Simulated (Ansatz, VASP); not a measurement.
# One calculation of RbCdI3, two programs

Contents of POSCAR:

```
RbCdI3
1.0
    5.9509153007      0.0000000000      0.0000000000
    0.0000000000      5.9509153007      0.0000000000
    0.0000000000      0.0000000000      5.9509153007
Rb Cd I
1 1 3
Direct
    0.0000000000      0.0000000000      0.0000000000
    0.5000000000      0.5000000000      0.5000000000
    0.5000000000      0.5000000000      0.0000000000
    0.5000000000      0.0000000000      0.5000000000
    0.0000000000      0.5000000000      0.5000000000
```

The input INCAR.step1:

```
SYSTEM = RbCdI3
PREC = Accurate ; ENCUT = 520
ISMEAR = -1 ; SIGMA = 0.02
LREAL = .False. ; LASPH = .True.
NELM = 100 ; NBANDS = 29
GGA = PE ; ALGO = Normal
EDIFF = 1E-4 ; LWAVE = .True.
LCHARG = .False.
```

INCAR.step2

```
SYSTEM = RbCdI3
PREC = Accurate ; ENCUT = 520
EDIFF = 1E-7 ; ISMEAR = -1
SIGMA = 0.02 ; LREAL = .False.
LASPH = .True. ; NELM = 100
ALGO = Normal ; ISIF = 2
LWAVE = .False. ; LCHARG = .True.
METAGGA = R2SCAN ; LMIXTAU = .True.
LELF = .True. ; LVHAR = .True.
NBANDS = 29 ; ISTART = 1
```

File KPOINTS:

```
Automatic mesh
0
Gamma
  4 4 4
  0 0 0
```

Input for Ansatz:

```yaml
crystal:
  lattice:
    - [5.9509153007, 0.0, 0.0]
    - [0.0, 5.9509153007, 0.0]
    - [0.0, 0.0, 5.9509153007]
  atoms:
    - { symbol: Rb, position: [0.0, 0.0, 0.0] }
    - { symbol: Cd, position: [0.5, 0.5, 0.5] }
    - { symbol: I, position: [0.5, 0.5, 0.0] }
    - { symbol: I, position: [0.5, 0.0, 0.5] }
    - { symbol: I, position: [0.0, 0.5, 0.5] }
kpoints:
  mp_grid: { grid: [4, 4, 4] }
  band_path:
    path: [[0.0, 0.0, 0.0], [0.0, 0.5, 0.0], [0.5, 0.5, 0.0], [0.5, 0.5, 0.5]]
    npoints: 1
hamiltonian:
  xc: r2scan
scf:
  occupations: { method: fermi_dirac, width: 0.02 }
  n_extra_bands: 5
output:
  forces: true
  stress: true
  eigenvalues: true
```

Alike in both runs: task single point; functional r2SCAN; k mesh 4 × 4 × 4; occupations fermi-dirac, width 0.02 eV; no spin polarisation.

|  | VASP | Ansatz |
| --- | --- | --- |
| version | VASP 6.6.1 | Ansatz 0.2.0 |
| potentials or method | VASP PAW PBE potentials, release 64 (Rb_sv, Cd, I) | plane waves, PAW |
| plane-wave cutoff (eV) | 520 | 500 |
| valence electrons in the cell | 42 | 80 |

|  | VASP | Ansatz | Ansatz less VASP |
| --- | --- | --- | --- |
| pressure (GPa) | 0.1 | 0.0 | -0.07 |

VASP's potentials were made for PBE, not for r2SCAN. The functional is the same, so the differences come from potentials, cutoffs and numerics. VASP's potentials hold 42 valence electrons a cell and Ansatz's 80, so a difference there can come from the potentials and not from the codes.

Spin-orbit coupling is off throughout.
